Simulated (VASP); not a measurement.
# ZrS in VASP: a series of runs, part 2 of 2

VASP 6.6.1. Earlier steps stand in the parts before.

## 3. Single point, r2SCAN (strain +0.030 along x and y, +0.030 along z)

Contents of POSCAR:

```
ZrS
1.0
    0.0000000000      2.6908384368      2.6908384368
    2.6908384368      0.0000000000      2.6908384368
    2.6908384368      2.6908384368      0.0000000000
Zr S
1 1
Direct
    0.0000000000      0.0000000000      0.0000000000
    0.5000000000      0.5000000000      0.5000000000
```

Contents of INCAR.step1:

```
PREC     = Accurate       # precision mode
ENCUT    = 520            # plane-wave cutoff, eV
ISMEAR   = 0              # smearing method
SIGMA    = 0.15           # smearing width, eV
LREAL    = F              # projectors in reciprocal space
LASPH    = T              # aspherical terms in the spheres
NELM     = 60             # most SCF steps
NBANDS   = 16             # bands
GGA      = PE             # functional
ALGO     = Normal         # electronic algorithm
EDIFF    = 1E-4           # SCF threshold, eV
LWAVE    = T              # write WAVECAR
LCHARG   = F              # write CHGCAR
```

Contents of INCAR.step2:

```
PREC     = Accurate       # precision mode
ENCUT    = 520            # plane-wave cutoff, eV
EDIFF    = 1E-6           # SCF threshold, eV
ISMEAR   = 0              # smearing method
SIGMA    = 0.15           # smearing width, eV
LREAL    = F              # projectors in reciprocal space
LASPH    = T              # aspherical terms in the spheres
NELM     = 60             # most SCF steps
ALGO     = Normal         # electronic algorithm
ISIF     = 2              # what is computed and relaxed
LWAVE    = F              # write WAVECAR
LCHARG   = F              # write CHGCAR
METAGGA  = R2SCAN         # meta-GGA
LMIXTAU  = T            
NBANDS   = 16             # bands
ISTART   = 1
```

Contents of KPOINTS:

```
regular mesh
0
Gamma
  20 20 20
```

Potentials or basis: VASP PAW PBE potentials, release 64 (Zr_sv, S).

The run is started by

```sh
cat potpaw_PBE.64/Zr_sv/POTCAR potpaw_PBE.64/S/POTCAR > POTCAR
cp INCAR.step1 INCAR
mpirun -np 1 vasp_std > vasp.out
cp INCAR.step2 INCAR
mpirun -np 1 vasp_std > vasp.out
```

OUTCAR:

```text
PREC = Accurate
   ENCUT = 520
   EDIFF = 1E-6
   ISMEAR = 0
   LREAL = F
   LASPH = T
   NELM = 60
   ISIF = 2
   METAGGA = R2SCAN
   ISTART = 1

 ion  position               nearest neighbor table
   1  0.000  0.000  0.000-   2 2.69   2 2.69   2 2.69   2 2.69   2 2.69   2 2.69
   2  0.500  0.500  0.500-   1 2.69   1 2.69   1 2.69   1 2.69   1 2.69   1 2.69

  LATTYP: Found a face centered cubic cell.
 ALAT       =     5.3816768736

  Lattice vectors:

 A1 = (   0.0000000000,   2.6908384368,   2.6908384368)
 A2 = (   2.6908384368,   0.0000000000,   2.6908384368)
 A3 = (   2.6908384368,   2.6908384368,   0.0000000000)

Analysis of symmetry for initial positions (statically):
=====================================================================
 Subroutine PRICEL returns:
 Original cell was already a primitive cell.

 Routine SETGRP: Setting up the symmetry group for a
 face centered cubic supercell.

 Subroutine GETGRP returns: Found 48 space group operations
 (whereof 48 operations were pure point group operations)
 out of a pool of 48 trial point group operations.

The static configuration has the point symmetry O_h .

Analysis of symmetry for dynamics (positions and initial velocities):
=====================================================================
 Subroutine PRICEL returns:
 Original cell was already a primitive cell.

 Routine SETGRP: Setting up the symmetry group for a
 face centered cubic supercell.

 Subroutine GETGRP returns: Found 48 space group operations
 (whereof 48 operations were pure point group operations)
 out of a pool of 48 trial point group operations.

The dynamic configuration has the point symmetry O_h .

 Subroutine INISYM returns: Found 48 space group operations
 (whereof 48 operations are pure point group operations),
 and found     1 'primitive' translations

[... 112 lines left out ...]
   IMIX   =      4    mixing-type and parameters
     AMIX     =   0.40;   BMIX     =  1.00
     AMIX_MAG =   1.60;   BMIX_MAG =  1.00
  volume/ion in A,a.u.               =      19.48       131.48
  Fermi-wavevector in a.u.,A,eV,Ry     =   1.265517  2.391481 21.790189  1.601534
  Thomas-Fermi vector in A             =   2.398766
   LORBIT       =      0    0 simple, 1 ext, 2 COOP (PROOUT), +10 PAW based schemes
   METAGGA = R2SCAN    functional components
   LHFCALC =     F    Hartree Fock is set to
   AEXX    =    0.0000 exact exchange contribution
   IVDW    =     0    specifies the selected vdW correction
   LEPSILON=     F    determine dielectric tensor
   LRPA    =     F    only Hartree local field effects (RPA)
 non-spin polarized calculation
 Gauss-broadening in eV      SIGMA  =   0.15
  energy-cutoff  :      520.00
  volume of cell :       38.97
 maximum number of plane-waves:      1067
   NGX = 15   NGY = 15   NGZ = 15

 number of electron      18.0000000 magnetization

 Free energy of the ion-electron system (eV)
  ---------------------------------------------------
  ext. energy  EPLUGINS =         0.00000000
  ---------------------------------------------------
  free energy    TOTEN  =       -33.77774594 eV

  energy without entropy =      -33.76163263  energy(sigma->0) =      -33.76968928

 E-fermi :  10.0319     XC(G=0): -11.5649

 val. band max:       10.0275175832   @ k =  -0.2500   0.2500   0.0500
 cond. band min:      10.0457028810   @ k =  -0.2500   0.4500   0.2000
 fundamental gap:      0.0181852978
 Fermi energy:        10.0318607986

 k-point     1 :       0.0000    0.0000    0.0000
  band No.  band energies     occupation
      1     -42.0078      2.00000
      2     -19.2826      2.00000
      3     -19.2826      2.00000
      4     -19.2826      2.00000
      5      -6.4023      2.00000
      6       6.0857      2.00000
[... 433 lines left out ...]
      3     -19.3084      2.00000
      4     -19.2999      2.00000
      5      -5.3390      2.00000
      6       2.4788      2.00000
[... 8 lines left out ...]
     15      17.3117      0.00000
     16      17.3831      0.00000

 [... further k-points ...]

------------------------ aborting loop because EDIFF is reached ----------------------------------------

  FORCE on cell =-STRESS in cart. coord.  units (eV):
  Direction    XX          YY          ZZ          XY          YZ          ZX
  --------------------------------------------------------------------------------------
  -------------------------------------------------------------------------------------
  Total       -2.4839052     -2.4839052     -2.4839052      0.0000000     -0.0000000     -0.0000000
  in kB     -102.1298581   -102.1298581   -102.1298581      0.0000000     -0.0000000     -0.0000000
  external PRESSURE =    -102.1298581 kB  Pullay stress =       0.0000000 kB

 VOLUME and BASIS-vectors are now :
 -----------------------------------------------------------------------------
  energy-cutoff  :      520.00
  volume of cell :       38.97
      direct lattice vectors                 reciprocal lattice vectors
     0.000000000  2.690838437  2.690838437    -0.185815690  0.185815690  0.185815690
     2.690838437  0.000000000  2.690838437     0.185815690 -0.185815690  0.185815690
     2.690838437  2.690838437  0.000000000     0.185815690  0.185815690 -0.185815690

 POSITION                                       TOTAL-FORCE (eV/Angst)
 -----------------------------------------------------------------------------------
      0.00000      0.00000      0.00000        -0.000000     -0.000000     -0.000000
      2.69084      2.69084      2.69084         0.000000      0.000000      0.000000
 -----------------------------------------------------------------------------------
    total drift:                                0.000000      0.000000      0.000000

  FREE ENERGIE OF THE ION-ELECTRON SYSTEM (eV)
  ---------------------------------------------------
  free  energy   TOTEN  =       -33.7777459393 eV

  energy  without entropy=      -33.7616326275  energy(sigma->0) =      -33.76968928
```

Wall time 14 min (1 thread of Intel Xeon 8259CL, shared host); peak memory 0.29 GiB.

What came out:

```yaml
Free_energy: -33.7777 eV
Pressure: -10.2 GPa
Band_gap_on_the_k_mesh: zero (bands 9 and 10 overlap by 2.57 eV)
```

Caveat: the cell differs from its parent crystal (strain +0.030 along x and y, +0.030 along z); the cell stands under tension; the PAW data sets were made with another functional, which shifts forces and pressure a little.

## 4. Single point, r2SCAN (strain +0.000 along x and y, +0.030 along z)

Contents of POSCAR:

```
ZrS
1.0
    0.0000000000      2.6124645017      2.6908384368
    2.6124645017      0.0000000000      2.6908384368
    2.6124645017      2.6124645017      0.0000000000
Zr S
1 1
Direct
    0.0000000000      0.0000000000      0.0000000000
    0.5000000000      0.5000000000      0.5000000000
```

Contents of INCAR.step1:

```
PREC     = Accurate       # precision mode
ENCUT    = 520            # plane-wave cutoff, eV
ISMEAR   = 0              # smearing method
SIGMA    = 0.15           # smearing width, eV
LREAL    = False          # projectors in reciprocal space
LASPH    = True           # aspherical terms in the spheres
NELM     = 100            # most SCF steps
NBANDS   = 16             # bands
GGA      = PE             # functional
ALGO     = Normal         # electronic algorithm
EDIFF    = 1E-4           # SCF threshold, eV
LWAVE    = True           # write WAVECAR
LCHARG   = False          # write CHGCAR
```

Contents of INCAR.step2:

```
PREC     = Accurate       # precision mode
ENCUT    = 520            # plane-wave cutoff, eV
EDIFF    = 1E-7           # SCF threshold, eV
ISMEAR   = 0              # smearing method
SIGMA    = 0.15           # smearing width, eV
LREAL    = False          # projectors in reciprocal space
LASPH    = True           # aspherical terms in the spheres
NELM     = 100            # most SCF steps
ALGO     = Normal         # electronic algorithm
ISIF     = 2              # what is computed and relaxed
LWAVE    = False          # write WAVECAR
LCHARG   = True           # write CHGCAR
METAGGA  = R2SCAN         # meta-GGA
LMIXTAU  = True         
LELF     = True           # ELF
LVHAR    = True         
NBANDS   = 16             # bands
ISTART   = 1
```

KPOINTS is that of step 3.

Potentials or basis: VASP PAW PBE potentials, release 64 (Zr_sv, S).

The run is started by

```sh
cat potpaw_PBE.64/Zr_sv/POTCAR potpaw_PBE.64/S/POTCAR > POTCAR
cp INCAR.step1 INCAR
mpirun -np 1 vasp_std > vasp.out
cp INCAR.step2 INCAR
mpirun -np 1 vasp_std > vasp.out
```

OUTCAR:

```text
PREC = Accurate
   ENCUT = 520
   EDIFF = 1E-7
   ISMEAR = 0
   LREAL = False
   LASPH = True
   NELM = 100
   ISIF = 2
   METAGGA = R2SCAN
   ISTART = 1

 ion  position               nearest neighbor table
   1  0.000  0.000  0.000-   2 2.61   2 2.61   2 2.61   2 2.61   2 2.69   2 2.69
   2  0.500  0.500  0.500-   1 2.61   1 2.61   1 2.61   1 2.61   1 2.69   1 2.69

  LATTYP: Found a body centered tetragonal cell.
 ALAT       =     3.6945827295
 C/A-ratio  =     1.4566399693

  Lattice vectors:

 A1 = (  -2.6124645017,   0.0000000000,   2.6908384368)
 A2 = (   2.6124645017,   0.0000000000,   2.6908384368)
 A3 = (   0.0000000000,   2.6124645017,  -2.6908384368)

Analysis of symmetry for initial positions (statically):
=====================================================================
 Subroutine PRICEL returns:
 Original cell was already a primitive cell.

 Routine SETGRP: Setting up the symmetry group for a
 body centered tetragonal supercell.

 Subroutine GETGRP returns: Found 16 space group operations
 (whereof 16 operations were pure point group operations)
 out of a pool of 16 trial point group operations.
[... 162 lines left out ...]

 E-fermi :  10.7366     XC(G=0): -11.8805

 val. band max:       10.7348862867   @ k =   0.5000   0.0500   0.1500
 cond. band min:      10.7482584996   @ k =  -0.0500   0.2500   0.2000
 fundamental gap:      0.0133722130
 Fermi energy:        10.7366320022

 k-point     1 :       0.0000    0.0000    0.0000
  band No.  band energies     occupation
      1     -41.1617      2.00000
      2     -18.4458      2.00000
      3     -18.4458      2.00000
      4     -18.4351      2.00000
      5      -5.9796      2.00000
      6       6.7258      2.00000
[... 433 lines left out ...]
      3     -18.4755      2.00000
      4     -18.4607      2.00000
      5      -4.7365      2.00000
      6       2.8965      2.00000
[... 8 lines left out ...]
     15      18.0579      0.00000
     16      18.5211      0.00000

 [... further k-points ...]

------------------------ aborting loop because EDIFF is reached ----------------------------------------

  FORCE on cell =-STRESS in cart. coord.  units (eV):
  Direction    XX          YY          ZZ          XY          YZ          ZX
  --------------------------------------------------------------------------------------
  -------------------------------------------------------------------------------------
  Total       -0.3213287     -0.3213287     -1.8552008      0.0000000     -0.0000000      0.0000000
  in kB      -14.0165700    -14.0165700    -80.9250726      0.0000000     -0.0000000      0.0000000
  external PRESSURE =     -36.3194042 kB  Pullay stress =       0.0000000 kB

 VOLUME and BASIS-vectors are now :
 -----------------------------------------------------------------------------
  energy-cutoff  :      520.00
  volume of cell :       36.73
      direct lattice vectors                 reciprocal lattice vectors
     0.000000000  2.612464502  2.690838437    -0.191390160  0.191390160  0.185815690
     2.612464502  0.000000000  2.690838437     0.191390160 -0.191390160  0.185815690
     2.612464502  2.612464502  0.000000000     0.191390160  0.191390160 -0.185815690

 POSITION                                       TOTAL-FORCE (eV/Angst)
 -----------------------------------------------------------------------------------
      0.00000      0.00000      0.00000         0.000000     -0.000000     -0.000000
      2.61246      2.61246      2.69084        -0.000000      0.000000      0.000000
 -----------------------------------------------------------------------------------
    total drift:                                0.000000      0.000000      0.000000

  FREE ENERGIE OF THE ION-ELECTRON SYSTEM (eV)
  ---------------------------------------------------
  free  energy   TOTEN  =       -33.8629482293 eV

  energy  without entropy=      -33.8486604091  energy(sigma->0) =      -33.85580432
```

OSZICAR.step1:

```text
N       E                     dE             d eps       ncg     rms          rms(c)
DAV:   1     0.122917268042E+03    0.12292E+03   -0.95605E+03 20512   0.110E+03
DAV:   2    -0.110002001466E+02   -0.13392E+03   -0.12926E+03 26976   0.280E+02
DAV:   3    -0.162669142623E+02   -0.52667E+01   -0.52280E+01 32856   0.492E+01
DAV:   4    -0.163503863459E+02   -0.83472E-01   -0.83440E-01 25656   0.571E+00
DAV:   5    -0.163522094977E+02   -0.18232E-02   -0.18231E-02 30744   0.637E-01    0.144E+01
DAV:   6    -0.154249864962E+02    0.92722E+00   -0.20485E+00 25744   0.967E+00    0.659E+00
DAV:   7    -0.153970185789E+02    0.27968E-01   -0.19214E-01 29496   0.282E+00    0.294E+00
DAV:   8    -0.153934402194E+02    0.35784E-02   -0.30564E-02 24024   0.114E+00    0.590E-01
DAV:   9    -0.153923532769E+02    0.10869E-02   -0.33415E-03 25056   0.341E-01    0.179E-01
DAV:  10    -0.153924400456E+02   -0.86769E-04   -0.40615E-04 23840   0.197E-01
   1 F= -.15392440E+02 E0= -.15384951E+02  d E =-.149783E-01
```

Wall time 11 min (1 thread of Intel Xeon 6975P-C (Granite Rapids), shared host); peak memory 0.47 GiB.

What came out:

| Item | Value |
| --- | --- |
| Free energy | -33.8629 eV |
| Pressure | -3.6 GPa |
| Band gap on the k mesh | zero (bands 9 and 10 overlap by 2.76 eV) |

Stress tensor (GPa, compression positive):
```
-1.40  0.00  0.00
 0.00 -1.40  0.00
 0.00  0.00 -8.09
```

Levels at points of the mesh, in eV from the Fermi level:
| k point | band 7 | band 8 | band 9 | band 10 | band 11 | band 12 |
| --- | --- | --- | --- | --- | --- | --- |
| (0.00, 0.00, 0.00) | -3.95 | -3.95 | -1.58 | -1.27 | -1.27 | -0.74 |
| (0.50, 0.00, 0.00) | -6.38 | -6.35 | 1.42 | 1.52 | 1.81 | 2.08 |
| (0.50, 0.50, 0.00) | -4.84 | -4.84 | -3.47 | 0.45 | 2.34 | 2.34 |
| (0.50, 0.00, 0.50) | -4.97 | -4.97 | -3.43 | 0.58 | 2.21 | 2.43 |

Caveat: the cell differs from its parent crystal (strain +0.000 along x and y, +0.030 along z); the stress differs along the axes, from -8 to -1 GPa; the PAW data sets were made with another functional, which shifts forces and pressure a little.

## 5. Single point, r2SCAN (strain +0.015 along x and y, +0.000 along z)

Contents of POSCAR:

```
ZrS
1.0
    0.0000000000      2.6516514692      2.6124645017
    2.6516514692      0.0000000000      2.6124645017
    2.6516514692      2.6516514692      0.0000000000
Zr S
1 1
Direct
    0.0000000000      0.0000000000      0.0000000000
    0.5000000000      0.5000000000      0.5000000000
```

Contents of INCAR.step1:

```
PREC = Accurate
ENCUT = 520
ISMEAR = 0
SIGMA = 0.15
LREAL = False
LASPH = True
NELM = 100
NBANDS = 16
GGA = PE
ALGO = Normal
EDIFF = 1E-4
LWAVE = True
LCHARG = False
```

Contents of INCAR.step2:

```
PREC = Accurate
ENCUT = 520
EDIFF = 1E-6
ISMEAR = 0
SIGMA = 0.15
LREAL = False
LASPH = True
NELM = 100
ALGO = Normal
ISIF = 2
LWAVE = False
LCHARG = False
METAGGA = R2SCAN
LMIXTAU = True
NBANDS = 16
ISTART = 1
```

Contents of KPOINTS:

```
Automatic mesh
0
Gamma
  20 20 20
```

The run is started by

```sh
cat potpaw_PBE.64/Zr_sv/POTCAR potpaw_PBE.64/S/POTCAR > POTCAR
cp INCAR.step1 INCAR
mpirun -np 1 vasp_std > vasp.out
cp INCAR.step2 INCAR
mpirun -np 1 vasp_std > vasp.out
```

Run time: 10 min. Hardware: 1 thread of Intel Xeon 6975P-C (Granite Rapids), shared host; peak memory 0.46 GiB.

It converged, with:

```
Free energy            : -33.8739 eV
Pressure               : -3.9 GPa
Band gap on the k mesh : zero (bands 9 and 10 overlap by 2.86 eV)
```

Stress tensor (GPa, compression positive):
```
-5.13  0.00  0.00
 0.00 -5.13  0.00
 0.00  0.00 -1.36
```

Levels at points of the mesh, in eV from the Fermi level:
| k point | band 5 | band 6 | band 7 | band 8 | band 9 | band 10 | band 11 | band 12 | band 13 | band 14 |
| --- | --- | --- | --- | --- | --- | --- | --- | --- | --- | --- |
| (0.00, 0.00, 0.00) | -16.72 | -3.98 | -3.98 | -3.95 | -1.43 | -1.43 | -1.28 | -0.68 | -0.64 | 2.21 |
| (0.50, 0.00, 0.00) | -15.19 | -8.41 | -6.37 | -6.36 | 1.43 | 1.49 | 1.79 | 2.09 | 5.52 | 5.76 |
| (0.50, 0.50, 0.00) | -15.86 | -6.66 | -4.98 | -4.98 | -3.44 | 0.59 | 2.32 | 2.32 | 2.98 | 3.45 |
| (0.50, 0.00, 0.50) | -15.87 | -6.75 | -4.91 | -4.91 | -3.45 | 0.51 | 2.28 | 2.38 | 2.98 | 3.45 |

Caveat: the cell differs from its parent crystal (strain +0.015 along x and y, +0.000 along z); the cell stands under tension; the PAW data sets were made with another functional, which shifts forces and pressure a little.

## 6. Overview

```csv
cell,gap on the mesh (eV),pressure (GPa)
"a = 3.750 Å, angles 60.0°, 2 atoms",none,-5.7
"a = 3.805 Å, angles 60.0°, 2 atoms",none,-10.2
"a = 3.750, b = 3.750, c = 3.695 Å, angles 60.5, 60.5, 59.0°, 2 atoms",none,-3.6
"a = 3.722, b = 3.722, c = 3.750 Å, angles 59.8, 59.8, 60.5°, 2 atoms",none,-3.9
```

Alike in all rows: task single point; level r2SCAN; potentials or basis VASP PAW PBE potentials, release 64 (Zr_sv, S); no spin polarisation; k mesh 20 × 20 × 20; cutoff (eV) 520; smearing gaussian 0.15 eV.

Caveats: the PAW data sets were made with another functional, which shifts forces and pressure a little; the cell stands under tension (at least some runs); the stress differs along the axes, from -8 to -1 GPa (at least some runs).

Total energies depend on the potentials used, so only differences within one code and one set of settings carry meaning.
